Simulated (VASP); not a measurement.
# Te (P3_121) in VASP: further runs

The runs below take Te through single point, with r2SCAN0, PBEsol-based screened hybrid with 25 % exact exchange.

All numbers are computed with VASP 6.6.1; they aren't measurements. Logs are shortened: lines on timing, memory, paths and dates and some standing lists are left out, and cuts for length are marked.

## 1. The cell of the first run

It takes space group P3_121 (No. 152, trigonal). Conventional cell: a = 4.454 Å, b = 4.454 Å, c = 5.924 Å, α = 90.00°, β = 90.00°, γ = 120.00°. Te (site symmetry 2) has 6 Te at 2.86 to 3.47 Å within 3.8 Å.

## 2. Single point, r2SCAN0

Input file POSCAR:

```
Te
1.0
    4.4540000000      0.0000000000      0.0000000000
   -2.2270000000      3.8572771485      0.0000000000
    0.0000000000      0.0000000000      5.9240000000
Te
3
Direct
    0.7310000000      0.7310000000      0.0000000000
    0.0000000000      0.2690000000      0.6666666667
    0.2690000000      0.0000000000      0.3333333333
```

Input file INCAR.step1:

```
SYSTEM = Te
PREC     = Accurate       ! precision mode
ENCUT    = 520            ! plane-wave cutoff, eV
EDIFF    = 1E-5           ! SCF threshold, eV
ISMEAR   = -1             ! smearing method
SIGMA    = 0.05           ! smearing width, eV
LREAL    = .False.        ! projectors in reciprocal space
LASPH    = .True.         ! aspherical terms in the spheres
NELM     = 80             ! most SCF steps
ALGO     = Normal         ! electronic algorithm
ISIF     = 2              ! what is computed and relaxed
LWAVE    = .True.         ! write WAVECAR
LCHARG   = .False.        ! write CHGCAR
GGA      = PE             ! functional
NBANDS   = 16             ! bands
```

Input file INCAR.step2:

```
SYSTEM = Te
PREC     = Accurate       ! precision mode
ENCUT    = 520            ! plane-wave cutoff, eV
EDIFF    = 1E-6           ! SCF threshold, eV
ISMEAR   = -1             ! smearing method
SIGMA    = 0.05           ! smearing width, eV
LREAL    = .False.        ! projectors in reciprocal space
LASPH    = .True.         ! aspherical terms in the spheres
NELM     = 80             ! most SCF steps
ALGO     = Normal         ! electronic algorithm
ISIF     = 2              ! what is computed and relaxed
LWAVE    = .False.        ! write WAVECAR
LCHARG   = .False.        ! write CHGCAR
METAGGA  = R2SCAN         ! meta-GGA
LHFCALC  = .True.         ! exact exchange
AEXX     = 0.25           ! exact-exchange fraction
LMIXTAU  = .True.       
PRECFOCK = Normal       
ISTART   = 1            
NBANDS   = 16             ! bands
```

Input file KPOINTS:

```
Automatic mesh
0
Gamma
  4 4 3
  0 0 0
```

Potentials or basis: VASP PAW PBE potentials, release 64 (Te).

Started as:

```bash
> cat potpaw_PBE.64/Te/POTCAR > POTCAR
> cp INCAR.step1 INCAR
> mpirun -np 1 vasp_std > vasp.out
> cp INCAR.step2 INCAR
> mpirun -np 1 vasp_std > vasp.out
```

OUTCAR:

```text
SYSTEM = Te
   PREC = Accurate
   ENCUT = 520
   EDIFF = 1E-6
   ISMEAR = -1
   LREAL = .False.
   LASPH = .True.
   NELM = 80
   ISIF = 2
   METAGGA = R2SCAN
   LHFCALC = .True.
   AEXX = 0.25
   PRECFOCK = Normal
   ISTART = 1

 ion  position               nearest neighbor table
   1  0.731  0.731  0.000-   3 2.86   2 2.86   3 3.47   2 3.47   2 3.47   3 3.47
   2  0.000  0.269  0.667-   1 2.86   3 2.86   1 3.47   1 3.47   3 3.47   3 3.47
   3  0.269  0.000  0.333-   1 2.86   2 2.86   1 3.47   1 3.47   2 3.47   2 3.47

  LATTYP: Found a hexagonal cell.
 ALAT       =     4.4540000000
 C/A-ratio  =     1.3300404131

  Lattice vectors:

 A1 = (   4.4540000000,   0.0000000000,   0.0000000000)
 A2 = (  -2.2270000000,   3.8572771485,   0.0000000000)
 A3 = (   0.0000000000,   0.0000000000,   5.9240000000)

Analysis of symmetry for initial positions (statically):
=====================================================================
 Subroutine PRICEL returns:
 Original cell was already a primitive cell.

 Routine SETGRP: Setting up the symmetry group for a
 hexagonal supercell.

 Subroutine GETGRP returns: Found  6 space group operations
 (whereof  2 operations were pure point group operations)
 out of a pool of 24 trial point group operations.

The static configuration has the point symmetry C_2 .
 The point group associated with its full space group is D_3 .

Analysis of symmetry for dynamics (positions and initial velocities):
=====================================================================
 Subroutine PRICEL returns:
 Original cell was already a primitive cell.

 Routine SETGRP: Setting up the symmetry group for a
 hexagonal supercell.

 Subroutine GETGRP returns: Found  6 space group operations
 (whereof  2 operations were pure point group operations)
 out of a pool of 24 trial point group operations.

The dynamic configuration has the point symmetry C_2 .
 The point group associated with its full space group is D_3 .

 Subroutine INISYM returns: Found  6 space group operations
 (whereof  2 operations are pure point group operations),
 and found     1 'primitive' translations

----------------------------------------------------------------------------------------

                                     Primitive cell

  volume of cell :     101.7762

  direct lattice vectors                    reciprocal lattice vectors
     4.454000000  0.000000000  0.000000000     0.224517288  0.129625117  0.000000000
    -2.227000000  3.857277149  0.000000000     0.000000000  0.259250233  0.000000000
     0.000000000  0.000000000  5.924000000     0.000000000  0.000000000  0.168804862

  length of vectors
     4.454000000  4.454000000  5.924000000     0.259250233  0.259250233  0.168804862

  position of ions in fractional coordinates (direct lattice)
     0.731000000  0.731000000  0.000000000
     0.000000000  0.269000000  0.666666667
     0.269000000  0.000000000  0.333333333

  ion indices of the primitive-cell ions
   primitive index   ion index
                 1           1
                 2           2
                 3           3

----------------------------------------------------------------------------------------

 KPOINTS: Automatic mesh

Automatic generation of k-mesh.
 Grid dimensions read from file:
 generate k-points for:    4    4    3

 Generating k-lattice:

  Cartesian coordinates                     Fractional coordinates (reciprocal lattice)
     0.056129322  0.032406279  0.000000000     0.250000000  0.000000000  0.000000000
     0.000000000  0.064812558  0.000000000     0.000000000  0.250000000  0.000000000
     0.000000000  0.000000000  0.056268287     0.000000000  0.000000000  0.333333333

  Length of vectors
     0.064812558  0.064812558  0.056268287

  Shift w.r.t. Gamma in fractional coordinates (k-lattice)
     0.000000000  0.000000000  0.000000000

 Subroutine IBZKPT returns following result:
 ===========================================

 Found      9 irreducible k-points:

 Following reciprocal coordinates:
            Coordinates               Weight
  0.000000  0.000000  0.000000      1.000000
  0.250000  0.000000  0.000000      6.000000
  0.500000  0.000000  0.000000      3.000000
  0.250000  0.250000  0.000000      6.000000
  0.000000  0.000000  0.333333      2.000000
  0.250000  0.000000  0.333333      6.000000
  0.000000  0.250000  0.333333      6.000000
  0.500000  0.000000  0.333333      6.000000
  0.250000  0.250000  0.333333     12.000000
   k-points           NKPTS =      9   k-points in BZ     NKDIM =     48   number of bands    NBANDS=     16
   number of dos      NEDOS =    301   number of ions     NIONS =      3
   total plane-waves  NPLWV =  62208
   dimension x,y,z NGX =    36 NGY =   36 NGZ =   48
   dimension x,y,z NGXF=    72 NGYF=   72 NGZF=   96
   ions per type =               3
   NGX,Y,Z   is equivalent  to a cutoff of  13.44, 13.44, 13.47 a.u.
   NGXF,Y,Z  is equivalent  to a cutoff of  26.87, 26.87, 26.94 a.u.
 SYSTEM =  Te
   PREC   = accura    normal or accurate (medium, high low for compatibility)
   ISTART =      1    job   : 0-new  1-cont  2-samecut
   ICHARG =      0    charge: 1-file 2-atom 10-const
   ISPIN  =      1    spin polarized calculation?
   LNONCOLLINEAR =      F non collinear calculations
   LSORBIT =      F    spin-orbit coupling
   LASPH  =      T    aspherical Exc in radial PAW
   ENCUT  =  520.0 eV  38.22 Ry    6.18 a.u.   8.28  8.28 11.01*2*pi/ulx,y,z
   NELM   =     80;   NELMIN=  2; NELMDL=  0     # of ELM steps
   EDIFF  = 0.1E-05   stopping-criterion for ELM
   LREAL  =      F    real-space projection
   EDIFFG = 0.1E-04   stopping-criterion for IOM
   NSW    =      0    number of steps for IOM
   IBRION =     -1    ionic relax: 0-MD 1-quasi-New 2-CG
   NFREE  =      0    steps in history (QN), initial steepest desc. (CG)
   ISIF   =      2    stress and relaxation
   ISYM   =      3    0-nonsym 1-usesym 2-fastsym
   POTIM  = 0.5000    time-step for ionic-motion
   TEBEG  =    0.0;   TEEND  =   0.0 temperature during run
   PSTRESS=    0.0 pullay stress
   NELECT =      18.0000    total number of electrons
   NUPDOWN=      -1.0000    fix difference up-down
   EMIN   =  10.00;   EMAX   =-10.00  energy-range for DOS
   EFERMI =   0.00;   METHOD = LEGACY
   ISMEAR =    -1;   SIGMA  =   0.05  broadening in eV -4-tet -1-fermi 0-gaus
   EFERMI_NEDOS =   21; number of points for ismear=-14 and -15
   IALGO  =     38    algorithm
   IMIX   =      1    mixing-type and parameters
     AMIX     =   0.40;   BMIX     =  1.00
     AMIX_MAG =   1.60;   BMIX_MAG =  1.00
  volume/ion in A,a.u.               =      33.93       228.94
  Fermi-wavevector in a.u.,A,eV,Ry     =   0.918933  1.736531 11.489263  0.844437
  Thomas-Fermi vector in A             =   2.044070
   LORBIT       =      0    0 simple, 1 ext, 2 COOP (PROOUT), +10 PAW based schemes
   METAGGA = R2SCAN    functional components
   LHFCALC =     T    Hartree Fock is set to
   PRECFOCK=normal    Normal, Fast or Accurate (Low or Medium for compatibility)
   ENCUT4O =  -1.0   cutoff for four orbital integrals eV
   NKREDX  =     1    reduce k-point grid by
   NKREDY  =     1    reduce k-point grid by
   NKREDZ  =     1    reduce k-point grid by
   AEXX    =    0.2500 exact exchange contribution
   HFSCREEN=    0.0000 screening length (either q_TF or 0.3 A-1)
   HFSCREENC=   0.0000 screening length for correlation (either q_TF or 0.3 A-1)
   ENCUTFOCK=  -1.0 apply spherical cutoff to Coloumb kernel
   IVDW    =     0    specifies the selected vdW correction
   LEPSILON=     F    determine dielectric tensor
   LRPA    =     F    only Hartree local field effects (RPA)
 non-spin polarized calculation
  energy-cutoff  :      520.00
  volume of cell :      101.78
 maximum number of plane-waves:      2758
 NGX is ok and might be reduce to    36
  NGX = 28; NGY = 28; NGZ = 36

 number of electron      17.9999999 magnetization

 Free energy of the ion-electron system (eV)
  ---------------------------------------------------
  ext. energy  EPLUGINS =         0.00000000
  ---------------------------------------------------
  free energy    TOTEN  =       -63.79534066 eV

  energy without entropy =      -63.79534066  energy(sigma->0) =      -63.79534066

 E-fermi :   5.9173     XC(G=0):  -7.4612

 val. band max:        4.8704386322   @ k =   0.2500   0.2500   0.3333
 cond. band min:       6.9082697729   @ k =   0.0000   0.0000   0.3333
 fundamental gap:      2.0378311407
 Fermi energy:         5.9173023715

 k-point     1 :       0.0000    0.0000    0.0000
  band No.  band energies     occupation
      1     -10.2317      2.00000
      2      -6.4211      2.00000
      3      -6.4211      2.00000
      4       1.6710      2.00000
      5       2.1223      2.00000
      6       2.1223      2.00000
[... 8 lines left out ...]
     15      12.8278      0.00000
     16      13.1743      0.00000

 k-point     2 :       0.2500    0.0000    0.0000
  band No.  band energies     occupation
      1      -9.7680      2.00000
      2      -6.6331      2.00000
      3      -6.2851      2.00000
      4      -0.1332      2.00000
      5       0.7641      2.00000
      6       1.2444      2.00000
[... 8 lines left out ...]
     15      13.3590      0.00000
     16      14.1542      0.00000

 k-point     3 :       0.5000    0.0000    0.0000
  band No.  band energies     occupation
      1      -9.0153      2.00000
      2      -7.2845      2.00000
      3      -6.1240      2.00000
      4      -0.4048      2.00000
      5       0.1438      2.00000
      6       1.0010      2.00000
[... 8 lines left out ...]
     15      15.7472      0.00000
     16      16.0837      0.00000
[... 77 lines left out ...]
 k-point     8 :       0.5000    0.0000    0.3333
  band No.  band energies     occupation
      1      -8.6970      2.00000
      2      -7.7647      2.00000
      3      -6.0746      2.00000
      4      -1.1416      2.00000
      5       0.4173      2.00000
      6       1.1021      2.00000
[... 8 lines left out ...]
     15      15.4758      0.00000
     16      15.7145      0.00000

 k-point     9 :       0.2500    0.2500    0.3333
  band No.  band energies     occupation
      1      -8.7127      2.00000
      2      -7.7774      2.00000
      3      -5.9896      2.00000
      4      -0.7713      2.00000
      5      -0.1814      2.00000
      6       0.4932      2.00000
[... 8 lines left out ...]
     15      13.6428      0.00000
     16      14.5953      0.00000

------------------------ aborting loop because EDIFF is reached ----------------------------------------

  FORCE on cell =-STRESS in cart. coord.  units (eV):
  Direction    XX          YY          ZZ          XY          YZ          ZX
  --------------------------------------------------------------------------------------
  -------------------------------------------------------------------------------------
  Total       -0.2532387     -0.2532387     -1.2446322      0.0000000      0.0000000      0.0000000
  in kB       -3.9865255     -3.9865255    -19.5932067      0.0000000      0.0000000      0.0000000
  external PRESSURE =      -9.1887525 kB  Pullay stress =       0.0000000 kB

 VOLUME and BASIS-vectors are now :
 -----------------------------------------------------------------------------
  energy-cutoff  :      520.00
  volume of cell :      101.78
      direct lattice vectors                 reciprocal lattice vectors
     4.454000000  0.000000000  0.000000000     0.224517288  0.129625117  0.000000000
    -2.227000000  3.857277149  0.000000000     0.000000000  0.259250233  0.000000000
     0.000000000  0.000000000  5.924000000     0.000000000  0.000000000  0.168804862

 POSITION                                       TOTAL-FORCE (eV/Angst)
 -----------------------------------------------------------------------------------
      1.62794      2.81967      0.00000         0.264557      0.458226      0.000000
     -0.59906      1.03761      3.94933         0.264557     -0.458226      0.000000
      1.19813      0.00000      1.97467        -0.529114      0.000000     -0.000000
 -----------------------------------------------------------------------------------
    total drift:                                0.000001      0.000000      0.000000

  FREE ENERGIE OF THE ION-ELECTRON SYSTEM (eV)
  ---------------------------------------------------
  free  energy   TOTEN  =       -63.7953406644 eV

  energy  without entropy=      -63.7953406635  energy(sigma->0) =      -63.79534066
```

It took 28 min on 1 thread of Oxide Virtual Turin-like, shared host; peak memory 0.24 GiB.

What came out:

* Free energy: -63.7953 eV
* Pressure: -0.9 GPa
* Largest force: 0.529 eV/Å
* Band gap on the k mesh: 2.04 eV (least direct gap 2.22 eV)

Forces on the atoms (eV/Å):
```
Te   0.265  0.458  0.000
Te   0.265 -0.458  0.000
Te  -0.529  0.000  0.000
```

Caveat: the PAW data sets were made with another functional, which shifts forces and pressure a little; spin-orbit coupling is left out, which moves the levels of the heavy elements; an odd mesh through Γ misses points on the zone boundary, where band edges can lie.

## 3. Single point, PBEsol-based screened hybrid with 25 % exact exchange

POSCAR is that of step 2.

Input file INCAR.step1:

```
SYSTEM = Te
  PREC = Accurate
  ENCUT = 520
  EDIFF = 1E-5
  ISMEAR = -1
  SIGMA = 0.05
  LREAL = .False.
  LASPH = .True.
  NELM = 100
  ALGO = Normal
  ISIF = 2
  LWAVE = .True.
  LCHARG = .False.
  NBANDS = 16
  GGA = PE
```

Input file INCAR.step2:

```
SYSTEM = Te
  PREC = Accurate
  ENCUT = 520
  EDIFF = 1E-7
  ISMEAR = -1
  SIGMA = 0.05
  LREAL = .False.
  LASPH = .True.
  NELM = 100
  ALGO = Normal
  ISIF = 2
  LWAVE = .False.
  LCHARG = .False.
  GGA = PS
  LHFCALC = .True.
  AEXX = 0.25
  HFSCREEN = 0.207
  PRECFOCK = Normal
  NBANDS = 16
  ISTART = 1
```

Input file KPOINTS:

```
regular mesh
0
Gamma
  4 4 3
  0 0 0
```

Potentials or basis: VASP PAW PBE potentials, release 64 (Te).

Started as:

```bash
> cat potpaw_PBE.64/Te/POTCAR > POTCAR
> cp INCAR.step1 INCAR
> mpirun -np 1 vasp_std > vasp.out
> cp INCAR.step2 INCAR
> mpirun -np 1 vasp_std > vasp.out
```

It took 38 min on 1 thread of Oxide Virtual Turin-like, shared host; peak memory 0.31 GiB.

Results (log left out):

```
Free energy            : -12.6049 eV
Pressure               : -2.1 GPa
Largest force          : 0.335 eV/Å
Band gap on the k mesh : 1.22 eV (least direct gap 1.44 eV)
```

Forces on the atoms (eV/Å):
```
Te   0.167  0.290  0.000
Te   0.167 -0.290  0.000
Te  -0.335  0.000  0.000
```

Stress tensor (GPa, compression positive):
```
-1.64  0.00  0.00
 0.00 -1.64  0.00
 0.00  0.00 -2.92
```

Levels at points of the mesh, in eV from the valence-band top:
```
           k point  band 5  band 6  band 7  band 8  band 9  band 10  band 11  band 12  band 13  band 14
(0.00, 0.00, 0.00)   -2.66   -2.66   -1.60   -1.60   -0.69     1.78     1.78     2.46     5.85     5.85
(0.50, 0.00, 0.00)   -4.55   -3.70   -3.62   -0.83   -0.63     1.56     1.65     3.70     4.76     8.40
```

Caveat: the PAW data sets were made with another functional, which shifts forces and pressure a little; spin-orbit coupling is left out, which moves the levels of the heavy elements; an odd mesh through Γ misses points on the zone boundary, where band edges can lie.
